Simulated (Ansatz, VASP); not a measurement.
## One calculation of PbS, two programs

```
Pb S
1.0
     0.00000    3.32383    3.32383
     3.32383    0.00000    3.32383
     3.32383    3.32383    0.00000
Pb S
1 1
Cartesian
  0.0000 0.0000 0.0000
  1.6619 1.6619 1.6619
```

Alike in both runs: task single point; functional PBE; k mesh 6 × 6 × 6; occupations gaussian, width 0.05 eV; non-collinear spin, spin-orbit coupling.

```csv
,VASP,Ansatz
version,VASP 6.6.1,Ansatz 0.2.0
potentials or method,"VASP PAW PBE potentials, release 64 (Pb_d, S), cutoff 520 eV","plane waves, PAW"
valence electrons in the cell,20,20
```

|  | VASP | Ansatz | Ansatz less VASP |
| --- | --- | --- | --- |
| pressure (GPa) | -0.1 | -0.1 | +0.02 |
| net moment per atom (μB) | 0.00 | 0.00 | 0.000 |
